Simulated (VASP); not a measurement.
Write the native input for VASP 6.6.1 that does the following.

```yaml
Task: single point
Functional: PBE
Potentials_or_basis: VASP PAW PBE potentials, release 64 (Tl_d)
Cutoff: 520 eV
k_mesh: 14 × 14 × 14
Occupations: gaussian, width 0.1 eV
Spin: no spin polarisation
Dipole_correction: no
Further_INCAR_settings: ALGO = Normal; EDIFF = 1e-07; NBANDS = 12
```

The structure of Tl lies in POSCAR:

```
Tl
1.0
   -1.9410000000      1.9410000000      1.9410000000
    1.9410000000     -1.9410000000      1.9410000000
    1.9410000000      1.9410000000     -1.9410000000
Tl
1
Direct
    0.0000000000      0.0579598145      0.0579598145
```

This isn't the form of Tl at room conditions, which is hcp.

One way to write it, as run:

INCAR

```
ALGO = Normal
EDIFF = 1E-7
ENCUT = 520
GGA = PE
ISIF = 2
ISMEAR = 0
LASPH = True
LCHARG = False
LREAL = False
LWAVE = False
NBANDS = 12
NELM = 80
PREC = Accurate
SIGMA = 0.1
```

KPOINTS

```
k-points
0
Gamma
  14 14 14
```

Potentials or basis: VASP PAW PBE potentials, release 64 (Tl_d).

Launch:

```console
$ cat potpaw_PBE.64/Tl_d/POTCAR > POTCAR
$ mpirun -np 1 vasp_std > vasp.out
```

Results of the run:

| Item | Value |
| --- | --- |
| Pressure | 2.2 GPa |
| Band gap on the k mesh | zero (an odd number of electrons rules out a gap without spin polarisation) |

Caveat: spin-orbit coupling is left out, which moves the levels of the heavy elements.

Wall time 44 s on 1 thread of Intel Xeon 8259CL, on a shared host, peak memory 0.18 GiB.
